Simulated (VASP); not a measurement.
# Ir (P6_3/mmc) in VASP: a series of runs, part 2 of 2

VASP 6.6.1.

## 4. Single point, PBEsol

Contents of INCAR:

```
SYSTEM = Ir
PREC     = Accurate       ! precision mode
ENCUT    = 500            ! plane-wave cutoff, eV
EDIFF    = 1E-6           ! SCF threshold, eV
ISMEAR   = 1              ! smearing method
SIGMA    = 0.05           ! smearing width, eV
LREAL    = .False.        ! projectors in reciprocal space
LASPH    = .True.         ! aspherical terms in the spheres
NELM     = 120            ! most SCF steps
ALGO     = Normal         ! electronic algorithm
ISIF     = 2              ! what is computed and relaxed
LWAVE    = .False.        ! write WAVECAR
LCHARG   = .False.        ! write CHGCAR
GGA      = PS             ! functional
NBANDS   = 16             ! bands
GGA_COMPAT= .False.
```

Contents of KPOINTS:

```
regular mesh
0
Gamma
  5 5 3
  0 0 0
```

Contents of POSCAR:

```
Ir
1.0
    2.7513778900      0.0000000000      0.0000000000
   -1.3756889500      2.3827631500      0.0000000000
    0.0000000000      0.0000000000      4.4622900000
Ir
2
Direct
    0.6666666667      0.3333333333      0.7500000000
    0.3333333333      0.6666666667      0.2500000000
```

Potentials or basis: VASP PAW PBE potentials, release 64 (Ir).

On the command line:

```sh
$ cat potpaw_PBE.64/Ir/POTCAR > POTCAR
$ mpirun -np 1 vasp_std > vasp.out
```

OUTCAR:

```text
SYSTEM = Ir
   PREC = Accurate
   ENCUT = 500
   EDIFF = 1E-6
   ISMEAR = 1
   LREAL = .False.
   LASPH = .True.
   NELM = 120
   ISIF = 2
   GGA = PS

 ion  position               nearest neighbor table
   1  0.667  0.333  0.750-   2 2.74   2 2.74   2 2.74   2 2.74   2 2.74   2 2.74
   2  0.333  0.667  0.250-   1 2.74   1 2.74   1 2.74   1 2.74   1 2.74   1 2.74

  LATTYP: Found a hexagonal cell.
 ALAT       =     2.7513778900
 C/A-ratio  =     1.6218382855

  Lattice vectors:

 A1 = (   2.7513778900,   0.0000000000,   0.0000000000)
 A2 = (  -1.3756889500,   2.3827631500,   0.0000000000)
 A3 = (   0.0000000000,   0.0000000000,   4.4622900000)

Analysis of symmetry for initial positions (statically):
=====================================================================
 Subroutine PRICEL returns:
 Original cell was already a primitive cell.

 Routine SETGRP: Setting up the symmetry group for a
 hexagonal supercell.

 Subroutine GETGRP returns: Found 24 space group operations
 (whereof 12 operations were pure point group operations)
 out of a pool of 24 trial point group operations.

The static configuration has the point symmetry D_3d.
 The point group associated with its full space group is D_6h.

Analysis of symmetry for dynamics (positions and initial velocities):
=====================================================================
 Subroutine PRICEL returns:
 Original cell was already a primitive cell.

 Routine SETGRP: Setting up the symmetry group for a
 hexagonal supercell.

 Subroutine GETGRP returns: Found 24 space group operations
 (whereof 12 operations were pure point group operations)
 out of a pool of 24 trial point group operations.

The dynamic configuration has the point symmetry D_3d.
 The point group associated with its full space group is D_6h.

 Subroutine INISYM returns: Found 24 space group operations
 (whereof 12 operations are pure point group operations),
 and found     1 'primitive' translations

----------------------------------------------------------------------------------------

                                     Primitive cell

  volume of cell :      29.2542

  direct lattice vectors                    reciprocal lattice vectors
     2.751377890  0.000000000  0.000000000     0.363454255  0.209840412  0.000000000
    -1.375688950  2.382763150  0.000000000     0.000000000  0.419680823  0.000000000
     0.000000000  0.000000000  4.462290000     0.000000000  0.000000000  0.224100182

  length of vectors
     2.751377890  2.751377894  4.462290000     0.419680824  0.419680823  0.224100182

  position of ions in fractional coordinates (direct lattice)
     0.666666667  0.333333333  0.750000000
     0.333333333  0.666666667  0.250000000

  ion indices of the primitive-cell ions
   primitive index   ion index
                 1           1
                 2           2

----------------------------------------------------------------------------------------

 KPOINTS: regular mesh

Automatic generation of k-mesh.
 Grid dimensions read from file:
 generate k-points for:    5    5    3

 Generating k-lattice:

  Cartesian coordinates                     Fractional coordinates (reciprocal lattice)
     0.072690851  0.041968082  0.000000000     0.200000000  0.000000000  0.000000000
     0.000000000  0.083936165  0.000000000     0.000000000  0.200000000  0.000000000
     0.000000000  0.000000000  0.074700061     0.000000000  0.000000000  0.333333333

  Length of vectors
     0.083936165  0.083936165  0.074700061

  Shift w.r.t. Gamma in fractional coordinates (k-lattice)
     0.000000000  0.000000000  0.000000000

 Subroutine IBZKPT returns following result:
 ===========================================

 Found     10 irreducible k-points:

 Following reciprocal coordinates:
            Coordinates               Weight
  0.000000  0.000000  0.000000      1.000000
  0.200000 -0.000000  0.000000      6.000000
  0.400000 -0.000000  0.000000      6.000000
  0.200000  0.200000  0.000000      6.000000
  0.400000  0.200000  0.000000      6.000000
  0.000000  0.000000  0.333333      2.000000
  0.200000 -0.000000  0.333333     12.000000
  0.400000 -0.000000  0.333333     12.000000
  0.200000  0.200000  0.333333     12.000000
  0.400000  0.200000  0.333333     12.000000
   k-points           NKPTS =     10   k-points in BZ     NKDIM =     10   number of bands    NBANDS=     16
   number of dos      NEDOS =    301   number of ions     NIONS =      2
   total plane-waves  NPLWV =  14400
   dimension x,y,z NGX =    20 NGY =   20 NGZ =   36
   dimension x,y,z NGXF=    40 NGYF=   40 NGZF=   72
   ions per type =               2
   NGX,Y,Z   is equivalent  to a cutoff of  12.08, 12.08, 13.41 a.u.
   NGXF,Y,Z  is equivalent  to a cutoff of  24.17, 24.17, 26.82 a.u.
 SYSTEM =  Ir
   PREC   = accura    normal or accurate (medium, high low for compatibility)
   ISTART =      0    job   : 0-new  1-cont  2-samecut
   ICHARG =      2    charge: 1-file 2-atom 10-const
   ISPIN  =      1    spin polarized calculation?
   LNONCOLLINEAR =      F non collinear calculations
   LSORBIT =      F    spin-orbit coupling
   LASPH  =      T    aspherical Exc in radial PAW
   ENCUT  =  500.0 eV  36.75 Ry    6.06 a.u.   5.02  5.02  8.14*2*pi/ulx,y,z
   NELM   =    120;   NELMIN=  2; NELMDL= -5     # of ELM steps
   EDIFF  = 0.1E-05   stopping-criterion for ELM
   LREAL  =      F    real-space projection
   EDIFFG = 0.1E-04   stopping-criterion for IOM
   NSW    =      0    number of steps for IOM
   IBRION =     -1    ionic relax: 0-MD 1-quasi-New 2-CG
   NFREE  =      0    steps in history (QN), initial steepest desc. (CG)
   ISIF   =      2    stress and relaxation
   ISYM   =      2    0-nonsym 1-usesym 2-fastsym
   POTIM  = 0.5000    time-step for ionic-motion
   TEBEG  =    0.0;   TEEND  =   0.0 temperature during run
   PSTRESS=    0.0 pullay stress
   NELECT =      18.0000    total number of electrons
   NUPDOWN=      -1.0000    fix difference up-down
   EMIN   =  10.00;   EMAX   =-10.00  energy-range for DOS
   EFERMI =   0.00;   METHOD = LEGACY
   ISMEAR =     1;   SIGMA  =   0.05  broadening in eV -4-tet -1-fermi 0-gaus
   EFERMI_NEDOS =   21; number of points for ismear=-14 and -15
   IALGO  =     38    algorithm
   IMIX   =      4    mixing-type and parameters
     AMIX     =   0.40;   BMIX     =  1.00
     AMIX_MAG =   1.60;   BMIX_MAG =  1.00
  volume/ion in A,a.u.               =      14.63        98.71
  Fermi-wavevector in a.u.,A,eV,Ry     =   1.392417  2.631287 26.379323  1.938826
  Thomas-Fermi vector in A             =   2.516162
   LORBIT       =      0    0 simple, 1 ext, 2 COOP (PROOUT), +10 PAW based schemes
   GGA     = PS    functional components
   LHFCALC =     F    Hartree Fock is set to
   AEXX    =    0.0000 exact exchange contribution
   IVDW    =     0    specifies the selected vdW correction
   LEPSILON=     F    determine dielectric tensor
   LRPA    =     F    only Hartree local field effects (RPA)
 non-spin polarized calculation
 Methfessel and Paxton  Order N= 1 SIGMA  =   0.05
  energy-cutoff  :      500.00
  volume of cell :       29.25
 maximum number of plane-waves:       753
 NGX is ok and might be reduce to    20
   NGX =  9   NGY =  9   NGZ = 17

 number of electron      18.0000000 magnetization

 Free energy of the ion-electron system (eV)
  ---------------------------------------------------
  ext. energy  EPLUGINS =         0.00000000
  ---------------------------------------------------
  free energy    TOTEN  =       -19.27683784 eV

  energy without entropy =      -19.27288962  energy(sigma->0) =      -19.27552177

 E-fermi :   9.9018     XC(G=0): -13.9092

 val. band max:        9.9012574452   @ k =   0.2000  -0.0000   0.3333
 cond. band min:       9.9076612966   @ k =   0.4000   0.2000   0.3333
 fundamental gap:      0.0064038514
 Fermi energy:         9.9018405130

 k-point     1 :       0.0000    0.0000    0.0000
  band No.  band energies     occupation
      1      -1.1565      2.00000
      2       1.8743      2.00000
      3       6.0244      2.00000
      4       6.0652      2.00000
      5       6.0652      2.00000
      6       6.6891      2.00000
[... 8 lines left out ...]
     15      26.2098      0.00000
     16      27.1581      0.00000
[... 153 lines left out ...]
 k-point    10 :       0.4000    0.2000    0.3333
  band No.  band energies     occupation
      1       2.8373      2.00000
      2       3.7201      2.00000
      3       4.0760      2.00000
      4       4.9986      2.00000
      5       5.1575      2.00000
      6       6.8003      2.00000
[... 8 lines left out ...]
     15      20.1207      0.00000
     16      23.3260      0.00000

------------------------ aborting loop because EDIFF is reached ----------------------------------------

  FORCE on cell =-STRESS in cart. coord.  units (eV):
  Direction    XX          YY          ZZ          XY          YZ          ZX
  --------------------------------------------------------------------------------------
  -------------------------------------------------------------------------------------
  Total       -1.8771353     -1.8771353     -2.0733325      0.0000000      0.0000000      0.0000000
  in kB     -102.8057109   -102.8057110   -113.5509100      0.0000002      0.0000000      0.0000000
  external PRESSURE =    -106.3874440 kB  Pullay stress =       0.0000000 kB

 VOLUME and BASIS-vectors are now :
 -----------------------------------------------------------------------------
  energy-cutoff  :      500.00
  volume of cell :       29.25
      direct lattice vectors                 reciprocal lattice vectors
     2.751377890  0.000000000  0.000000000     0.363454255  0.209840412  0.000000000
    -1.375688950  2.382763150  0.000000000     0.000000000  0.419680823  0.000000000
     0.000000000  0.000000000  4.462290000     0.000000000  0.000000000  0.224100182

 POSITION                                       TOTAL-FORCE (eV/Angst)
 -----------------------------------------------------------------------------------
      1.37569      0.79425      3.34672         0.000000     -0.000000      0.000000
     -0.00000      1.58851      1.11557        -0.000000      0.000000      0.000000
 -----------------------------------------------------------------------------------
    total drift:                               -0.000000      0.000000     -0.000000

  FREE ENERGIE OF THE ION-ELECTRON SYSTEM (eV)
  ---------------------------------------------------
  free  energy   TOTEN  =       -19.2768378408 eV

  energy  without entropy=      -19.2728896228  energy(sigma->0) =      -19.27552177
```

Wall time 23 s (1 thread of Intel Xeon 8259CL, shared host); peak memory 0.14 GiB.

What came out:

```
Free energy            : -19.2768 eV
Pressure               : -10.6 GPa
Band gap on the k mesh : zero (band 9 reaches 10.25 eV, above the bottom of band 10 at 7.81 eV)
```

Caveat: the k points lie up to 0.53 Å⁻¹ apart; the PAW data sets were made with another functional, which shifts forces and pressure a little; spin-orbit coupling is left out, which moves the levels of the heavy elements.

## 5. Single point, PBEsol

Contents of INCAR:

```
SYSTEM = Ir
  ALGO = Normal
  EDIFF = 1E-6
  ENCUT = 500
  GGA = PS
  GGA_COMPAT = .False.
  ISIF = 2
  ISMEAR = 1
  LASPH = .True.
  LCHARG = .False.
  LREAL = .False.
  LWAVE = .False.
  NBANDS = 16
  NELM = 120
  PREC = Accurate
  SIGMA = 0.05
```

Contents of KPOINTS:

```
k-points
0
Gamma
  6 6 4
  0 0 0
```

POSCAR is that of step 4.

On the command line:

```sh
$ cat potpaw_PBE.64/Ir/POTCAR > POTCAR
$ mpirun -np 1 vasp_std > vasp.out
```

Run time: 27 s. Hardware: 1 thread of Intel Xeon 8259CL, shared host; peak memory 0.14 GiB.

The run converged. Its results:

| Quantity | Value |
| --- | --- |
| Free energy | -19.4262 eV |
| Pressure | -11.9 GPa |
| Band gap on the k mesh | zero (band 9 reaches 10.73 eV, above the bottom of band 10 at 7.57 eV) |

Stress tensor (GPa, compression positive):
```
-10.04   0.00   0.00
  0.00 -10.04   0.00
  0.00   0.00 -15.69
```

Levels at points of the mesh, in eV from the Fermi level:
| k point | band 6 | band 7 | band 8 | band 9 | band 10 | band 11 | band 12 | band 13 |
| --- | --- | --- | --- | --- | --- | --- | --- | --- |
| (0.00, 0.00, 0.00) | -2.78 | -2.78 | -2.07 | -2.07 | -0.58 | 0.47 | 0.47 | 6.95 |
| (0.50, 0.00, 0.00) | -3.13 | -2.64 | 0.94 | 1.13 | 1.34 | 3.07 | 4.48 | 8.27 |
| (0.00, 0.00, 0.50) | -3.53 | -3.53 | -3.53 | -0.24 | -0.24 | -0.24 | -0.24 | 13.79 |
| (0.50, 0.00, 0.50) | -1.83 | -0.72 | -0.72 | 1.18 | 1.18 | 2.18 | 2.18 | 7.59 |

Caveat: the k points lie up to 0.44 Å⁻¹ apart; the PAW data sets were made with another functional, which shifts forces and pressure a little; spin-orbit coupling is left out, which moves the levels of the heavy elements.

## 6. Single point, PBEsol

Contents of INCAR:

```
  ALGO = Normal
  EDIFF = 1E-6
  ENCUT = 500
  GGA = PS
  GGA_COMPAT = F
  ISIF = 2
  ISMEAR = 1
  LASPH = T
  LCHARG = F
  LREAL = F
  LWAVE = F
  NBANDS = 16
  NELM = 120
  PREC = Accurate
  SIGMA = 0.05
```

Contents of KPOINTS:

```
k-points
0
Gamma
  8 8 5
```

POSCAR is that of step 5.

Potentials or basis: VASP PAW PBE potentials, release 64 (Ir).

On the command line:

```sh
$ cat potpaw_PBE.64/Ir/POTCAR > POTCAR
$ mpirun -np 1 vasp_std > vasp.out
```

It took 32 s on 1 thread of Intel Xeon 8259CL, shared host; peak memory 0.14 GiB.

Results (log left out):

- Free energy: -19.3650 eV
- Pressure: -10.9 GPa
- Band gap on the k mesh: zero (band 9 reaches 10.74 eV, above the bottom of band 10 at 7.65 eV)

Stress tensor (GPa, compression positive):
```
-10.39   0.00   0.00
  0.00 -10.39   0.00
  0.00   0.00 -11.91
```

Levels at points of the mesh, in eV from the Fermi level:
| k point | band 7 | band 8 | band 9 | band 10 | band 11 | band 12 |
| --- | --- | --- | --- | --- | --- | --- |
| (0.00, 0.00, 0.00) | -2.99 | -2.20 | -2.20 | -0.74 | 0.34 | 0.34 |
| (0.50, 0.00, 0.00) | -2.82 | 0.73 | 0.99 | 1.13 | 2.87 | 4.27 |

Caveat: the PAW data sets were made with another functional, which shifts forces and pressure a little; spin-orbit coupling is left out, which moves the levels of the heavy elements.

## 7. Overview

| k mesh | gap on the mesh (eV) | pressure (GPa) |
| --- | --- | --- |
| 3 × 3 × 2 | none | -1.4 |
| 4 × 4 × 3 | none | -15.7 |
| 5 × 5 × 3 | none | -10.6 |
| 6 × 6 × 4 | none | -11.9 |
| 8 × 8 × 5 | none | -10.9 |

Alike in all rows: task single point; level PBEsol; potentials or basis VASP PAW PBE potentials, release 64 (Ir); no spin polarisation; cell as given; cutoff (eV) 500; smearing methfessel-paxton 0.05 eV.

Caveats: some runs use coarse meshes; the PAW data sets were made with another functional, which shifts forces and pressure a little; spin-orbit coupling is left out, which moves the levels of the heavy elements.

Absolute energies hang on the potentials; compare differences alone.
